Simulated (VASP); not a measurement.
# WC (P-6m2) in VASP: single point with PBE

Aim: the single point of WC with PBE.

Program: VASP 6.6.1. These are calculated values, not measurements. Logs are shortened: lines on timing, memory, paths and dates and some standing lists are left out, and cuts for length are marked.

### 1 The cell of the first run

It takes space group P-6m2 (No. 187, hexagonal). Conventional cell: a = 2.922 Å, b = 2.922 Å, c = 2.846 Å, α = 90.00°, β = 90.00°, γ = 120.00°. W (site symmetry -6m2) has 6 C at 2.21 Å and 8 W at 2.85 to 2.92 Å within 3.0 Å. C (site symmetry -6m2) has 6 W at 2.21 Å and 8 C at 2.85 to 2.92 Å within 3.0 Å.

### 2 Single point, PBE

Contents of INCAR:

```
SYSTEM = WC
  PREC = Accurate
  ENCUT = 600
  EDIFF = 1E-6
  ISMEAR = 0
  SIGMA = 0.2
  LREAL = .FALSE.
  LASPH = .TRUE.
  NELM = 120
  ALGO = Normal
  ISIF = 2
  LWAVE = .FALSE.
  LCHARG = .FALSE.
  GGA = PE
  NBANDS = 16
  GGA_COMPAT = .FALSE.
```

Contents of KPOINTS:

```
regular mesh
0
G
  30 30 26
  0 0 0
```

Contents of POSCAR:

```
WC
1.0
    2.9223378035      0.0000000000      0.0000000000
   -1.4611689018      2.5308187763      0.0000000000
    0.0000000000      0.0000000000      2.8463243968
W C
1 1
Direct
    0.0000000000      0.0000000000      0.0000000000
    0.3333333333      0.6666666667      0.5000000000
```

Potentials or basis: VASP PAW PBE potentials, release 64 (W_sv, C).

Command:

```
> cat potpaw_PBE.64/W_sv/POTCAR potpaw_PBE.64/C/POTCAR > POTCAR
> mpirun -np 1 vasp_std > vasp.out
```

OUTCAR:

```text
SYSTEM = WC
   PREC = Accurate
   ENCUT = 600
   EDIFF = 1E-6
   ISMEAR = 0
   LREAL = .FALSE.
   LASPH = .TRUE.
   NELM = 120
   ISIF = 2
   GGA = PE

 ion  position               nearest neighbor table
   1  0.000  0.000  0.000-   2 2.21   2 2.21   2 2.21   2 2.21   2 2.21   2 2.21
   2  0.333  0.667  0.500-   1 2.21   1 2.21   1 2.21   1 2.21   1 2.21   1 2.21

  LATTYP: Found a hexagonal cell.
 ALAT       =     2.9223378035
 C/A-ratio  =     0.9739888364

  Lattice vectors:

 A1 = (   2.9223378035,   0.0000000000,   0.0000000000)
 A2 = (  -1.4611689018,   2.5308187763,   0.0000000000)
 A3 = (   0.0000000000,   0.0000000000,   2.8463243968)

Analysis of symmetry for initial positions (statically):
=====================================================================
 Subroutine PRICEL returns:
 Original cell was already a primitive cell.

 Routine SETGRP: Setting up the symmetry group for a
 hexagonal supercell.

 Subroutine GETGRP returns: Found 12 space group operations
 (whereof 12 operations were pure point group operations)
 out of a pool of 24 trial point group operations.

The static configuration has the point symmetry D_3h.

Analysis of symmetry for dynamics (positions and initial velocities):
=====================================================================
 Subroutine PRICEL returns:
 Original cell was already a primitive cell.

 Routine SETGRP: Setting up the symmetry group for a
 hexagonal supercell.

 Subroutine GETGRP returns: Found 12 space group operations
 (whereof 12 operations were pure point group operations)
 out of a pool of 24 trial point group operations.

The dynamic configuration has the point symmetry D_3h.

 Subroutine INISYM returns: Found 12 space group operations
 (whereof 12 operations are pure point group operations),
 and found     1 'primitive' translations

----------------------------------------------------------------------------------------

                                     Primitive cell

  volume of cell :      21.0512

  direct lattice vectors                    reciprocal lattice vectors
     2.922337804  0.000000000  0.000000000     0.342191789  0.197564521  0.000000000
    -1.461168902  2.530818776  0.000000000     0.000000000  0.395129043  0.000000000
     0.000000000  0.000000000  2.846324397     0.000000000  0.000000000  0.351330299

  length of vectors
     2.922337804  2.922337804  2.846324397     0.395129043  0.395129043  0.351330299

  position of ions in fractional coordinates (direct lattice)
     0.000000000  0.000000000  0.000000000
     0.333333333  0.666666667  0.500000000

  ion indices of the primitive-cell ions
   primitive index   ion index
                 1           1
                 2           2

----------------------------------------------------------------------------------------

 KPOINTS: regular mesh

Automatic generation of k-mesh.
 Grid dimensions read from file:
 generate k-points for:   30   30   26

 Generating k-lattice:

  Cartesian coordinates                     Fractional coordinates (reciprocal lattice)
     0.011406393  0.006585484  0.000000000     0.033333333  0.000000000  0.000000000
     0.000000000  0.013170968  0.000000000     0.000000000  0.033333333  0.000000000
     0.000000000  0.000000000  0.013512704     0.000000000  0.000000000  0.038461538

  Length of vectors
     0.013170968  0.013170968  0.013512704

  Shift w.r.t. Gamma in fractional coordinates (k-lattice)
     0.000000000  0.000000000  0.000000000

 Subroutine IBZKPT returns following result:
 ===========================================

 Found   1274 irreducible k-points:

 Following reciprocal coordinates:
            Coordinates               Weight
  0.000000  0.000000  0.000000      1.000000
  0.033333 -0.000000  0.000000      6.000000
  0.066667 -0.000000  0.000000      6.000000
  0.100000  0.000000  0.000000      6.000000
  0.133333 -0.000000  0.000000      6.000000
  0.166667  0.000000  0.000000      6.000000
[... 16 lines left out ...]
  0.233333  0.033333  0.000000     12.000000
  0.266667  0.033333  0.000000     12.000000
 [... further k-points ...]
   k-points           NKPTS =   1274   k-points in BZ     NKDIM =   1274   number of bands    NBANDS=     16
   number of dos      NEDOS =    301   number of ions     NIONS =      2
   total plane-waves  NPLWV =  13824
   dimension x,y,z NGX =    24 NGY =   24 NGZ =   24
   dimension x,y,z NGXF=    48 NGYF=   48 NGZF=   48
   ions per type =               1   1
   NGX,Y,Z   is equivalent  to a cutoff of  13.65, 13.65, 14.02 a.u.
   NGXF,Y,Z  is equivalent  to a cutoff of  27.31, 27.31, 28.04 a.u.
 SYSTEM =  WC
   PREC   = accura    normal or accurate (medium, high low for compatibility)
   ISTART =      0    job   : 0-new  1-cont  2-samecut
   ICHARG =      2    charge: 1-file 2-atom 10-const
   ISPIN  =      1    spin polarized calculation?
   LNONCOLLINEAR =      F non collinear calculations
   LSORBIT =      F    spin-orbit coupling
   LASPH  =      T    aspherical Exc in radial PAW
   ENCUT  =  600.0 eV  44.10 Ry    6.64 a.u.   5.84  5.84  5.68*2*pi/ulx,y,z
   NELM   =    120;   NELMIN=  2; NELMDL= -5     # of ELM steps
   EDIFF  = 0.1E-05   stopping-criterion for ELM
   LREAL  =      F    real-space projection
   EDIFFG = 0.1E-04   stopping-criterion for IOM
   NSW    =      0    number of steps for IOM
   IBRION =     -1    ionic relax: 0-MD 1-quasi-New 2-CG
   NFREE  =      0    steps in history (QN), initial steepest desc. (CG)
   ISIF   =      2    stress and relaxation
   ISYM   =      2    0-nonsym 1-usesym 2-fastsym
   POTIM  = 0.5000    time-step for ionic-motion
   TEBEG  =    0.0;   TEEND  =   0.0 temperature during run
   PSTRESS=    0.0 pullay stress
   NELECT =      18.0000    total number of electrons
   NUPDOWN=      -1.0000    fix difference up-down
   EMIN   =  10.00;   EMAX   =-10.00  energy-range for DOS
   EFERMI =   0.00;   METHOD = LEGACY
   ISMEAR =     0;   SIGMA  =   0.20  broadening in eV -4-tet -1-fermi 0-gaus
   EFERMI_NEDOS =   21; number of points for ismear=-14 and -15
   IALGO  =     38    algorithm
   IMIX   =      4    mixing-type and parameters
     AMIX     =   0.40;   BMIX     =  1.00
     AMIX_MAG =   1.60;   BMIX_MAG =  1.00
  volume/ion in A,a.u.               =      10.53        71.03
  Fermi-wavevector in a.u.,A,eV,Ry     =   1.553843  2.936337 32.850275  2.414427
  Thomas-Fermi vector in A             =   2.658015
   LORBIT       =      0    0 simple, 1 ext, 2 COOP (PROOUT), +10 PAW based schemes
   GGA     = PE    functional components
   LHFCALC =     F    Hartree Fock is set to
   AEXX    =    0.0000 exact exchange contribution
   IVDW    =     0    specifies the selected vdW correction
   LEPSILON=     F    determine dielectric tensor
   LRPA    =     F    only Hartree local field effects (RPA)
 non-spin polarized calculation
 Gauss-broadening in eV      SIGMA  =   0.20
  energy-cutoff  :      600.00
  volume of cell :       21.05
 maximum number of plane-waves:       720
 NGX is ok and might be reduce to    24
   NGX = 11   NGY = 11   NGZ = 11

 number of electron      18.0000000 magnetization

 Free energy of the ion-electron system (eV)
  ---------------------------------------------------
  ext. energy  EPLUGINS =         0.00000000
  ---------------------------------------------------
  free energy    TOTEN  =       -22.45287916 eV

  energy without entropy =      -22.44696325  energy(sigma->0) =      -22.44992121

 E-fermi :  10.8781     XC(G=0): -13.7199

 val. band max:       10.8697339322   @ k =   0.0333  -0.0000   0.0385
 cond. band min:      10.8800493826   @ k =   0.1333  -0.0000   0.4615
 fundamental gap:      0.0103154503
 Fermi energy:        10.8781229318

 k-point     1 :       0.0000    0.0000    0.0000
  band No.  band energies     occupation
      1     -63.1586      2.00000
      2     -27.1353      2.00000
      3     -27.0447      2.00000
      4     -27.0447      2.00000
      5      -3.4663      2.00000
      6       6.6461      2.00000
[... 8 lines left out ...]
     15      25.0921      0.00000
     16      27.4677      0.00000

 k-point     2 :       0.0333   -0.0000    0.0000
  band No.  band energies     occupation
      1     -63.1580      2.00000
      2     -27.1342      2.00000
      3     -27.0536      2.00000
      4     -27.0468      2.00000
      5      -3.4374      2.00000
      6       6.6581      2.00000
[... 8 lines left out ...]
     15      25.0187      0.00000
     16      27.5290      0.00000

 k-point     3 :       0.0667   -0.0000    0.0000
  band No.  band energies     occupation
      1     -63.1563      2.00000
      2     -27.1308      2.00000
      3     -27.0797      2.00000
      4     -27.0527      2.00000
      5      -3.3516      2.00000
      6       6.6827      2.00000
[... 8 lines left out ...]
     15      24.8483      0.00000
     16      27.7102      0.00000

 k-point     4 :       0.1000    0.0000    0.0000
  band No.  band energies     occupation
      1     -63.1535      2.00000
      2     -27.1254      2.00000
      3     -27.1218      2.00000
      4     -27.0622      2.00000
      5      -3.2112      2.00000
      6       6.6692      2.00000
[... 8 lines left out ...]
     15      24.6632      0.00000
     16      28.0036      0.00000

 k-point     5 :       0.1333   -0.0000    0.0000
  band No.  band energies     occupation
      1     -63.1497      2.00000
      2     -27.1777      2.00000
      3     -27.1182      2.00000
      4     -27.0750      2.00000
      5      -3.0201      2.00000
      6       6.5267      2.00000
[... 8 lines left out ...]
     15      24.5193      0.00000
     16      28.3974      0.00000

 k-point     6 :       0.1667    0.0000    0.0000
  band No.  band energies     occupation
      1     -63.1451      2.00000
      2     -27.2446      2.00000
      3     -27.1094      2.00000
      4     -27.0904      2.00000
      5      -2.7836      2.00000
      6       6.2580      2.00000
[... 8 lines left out ...]
     15      24.4525      0.00000
     16      28.8763      0.00000

 k-point     7 :       0.2000    0.0000    0.0000
  band No.  band energies     occupation
      1     -63.1400      2.00000
      2     -27.3195      2.00000
      3     -27.1078      2.00000
      4     -27.0995      2.00000
      5      -2.5084      2.00000
      6       5.9340      2.00000
[... 8 lines left out ...]
     15      24.4930      0.00000
     16      29.2013      0.00000

 k-point     8 :       0.2333   -0.0000    0.0000
  band No.  band energies     occupation
      1     -63.1345      2.00000
      2     -27.3987      2.00000
      3     -27.1263      2.00000
      4     -27.0888      2.00000
      5      -2.2023      2.00000
      6       5.5956      2.00000
[... 8 lines left out ...]
     15      24.6669      0.00000
     16      29.0563      0.00000

 k-point     9 :       0.2667   -0.0000    0.0000
  band No.  band energies     occupation
      1     -63.1288      2.00000
      2     -27.4787      2.00000
      3     -27.1451      2.00000
      4     -27.0779      2.00000
      5      -1.8747      2.00000
      6       5.2640      2.00000
[... 8 lines left out ...]
     15      24.9798      0.00000
     16      28.7201      0.00000
[... 172 lines left out ...]
 k-point    19 :       0.1000    0.0333    0.0000
  band No.  band energies     occupation
      1     -63.1513      2.00000
      2     -27.1536      2.00000
      3     -27.1212      2.00000
      4     -27.0703      2.00000
      5      -3.1011      2.00000
      6       6.6037      2.00000
[... 8 lines left out ...]
     15      24.5713      0.00000
     16      28.2054      0.00000

 k-point    20 :       0.1333    0.0333    0.0000
  band No.  band energies     occupation
      1     -63.1471      2.00000
      2     -27.2146      2.00000
      3     -27.1132      2.00000
      4     -27.0847      2.00000
      5      -2.8872      2.00000
      6       6.3840      2.00000
[... 8 lines left out ...]
     15      24.4726      0.00000
     16      28.6206      0.00000

 k-point    21 :       0.1667    0.0333    0.0000
  band No.  band energies     occupation
      1     -63.1423      2.00000
      2     -27.2850      2.00000
      3     -27.1039      2.00000
      4     -27.1016      2.00000
      5      -2.6311      2.00000
      6       6.0822      2.00000
[... 8 lines left out ...]
     15      24.4633      0.00000
     16      29.0787      0.00000

 k-point    22 :       0.2000    0.0333    0.0000
  band No.  band energies     occupation
      1     -63.1369      2.00000
      2     -27.3615      2.00000
      3     -27.1200      2.00000
      4     -27.0936      2.00000
      5      -2.3401      2.00000
      6       5.7512      2.00000
[... 8 lines left out ...]
     15      24.5723      0.00000
     16      29.0949      0.00000

 k-point    23 :       0.2333    0.0333    0.0000
  band No.  band energies     occupation
      1     -63.1314      2.00000
      2     -27.4406      2.00000
      3     -27.1392      2.00000
      4     -27.0828      2.00000
      5      -2.0227      2.00000
      6       5.4182      2.00000
[... 8 lines left out ...]
     15      24.8192      0.00000
     16      29.0148      0.00000

 k-point    24 :       0.2667    0.0333    0.0000
  band No.  band energies     occupation
      1     -63.1258      2.00000
      2     -27.5188      2.00000
      3     -27.1584      2.00000
      4     -27.0720      2.00000
      5      -1.6888      2.00000
      6       5.0985      2.00000
[... 8 lines left out ...]
     15      25.1879      0.00000
     16      28.3383      0.00000

 [... further k-points ...]

------------------------ aborting loop because EDIFF is reached ----------------------------------------

  FORCE on cell =-STRESS in cart. coord.  units (eV):
  Direction    XX          YY          ZZ          XY          YZ          ZX
  --------------------------------------------------------------------------------------
  -------------------------------------------------------------------------------------
  Total        0.1152849      0.1152849      0.1524123     -0.0000000      0.0000000     -0.0000000
  in kB        8.7741932      8.7741932     11.5999122     -0.0000000      0.0000000     -0.0000000
  external PRESSURE =       9.7160995 kB  Pullay stress =       0.0000000 kB

 VOLUME and BASIS-vectors are now :
 -----------------------------------------------------------------------------
  energy-cutoff  :      600.00
  volume of cell :       21.05
      direct lattice vectors                 reciprocal lattice vectors
     2.922337804  0.000000000  0.000000000     0.342191789  0.197564521  0.000000000
    -1.461168902  2.530818776  0.000000000     0.000000000  0.395129043  0.000000000
     0.000000000  0.000000000  2.846324397     0.000000000  0.000000000  0.351330299

 POSITION                                       TOTAL-FORCE (eV/Angst)
 -----------------------------------------------------------------------------------
      0.00000      0.00000      0.00000         0.000000     -0.000000      0.000000
     -0.00000      1.68721      1.42316        -0.000000      0.000000      0.000000
 -----------------------------------------------------------------------------------
    total drift:                               -0.000000      0.000000     -0.000000

  FREE ENERGIE OF THE ION-ELECTRON SYSTEM (eV)
  ---------------------------------------------------
  free  energy   TOTEN  =       -22.4528791624 eV

  energy  without entropy=      -22.4469632497  energy(sigma->0) =      -22.44992121
```

It took 7.4 min on 1 thread of Intel Xeon 8259CL, shared host; peak memory 0.59 GiB.

What came out:

- Free energy: -22.4529 eV
- Pressure: 1.0 GPa
- Band gap on the k mesh: zero (bands 9 and 10 overlap by 1.31 eV)

Caveat: spin-orbit coupling is left out, which moves the levels of the heavy elements.
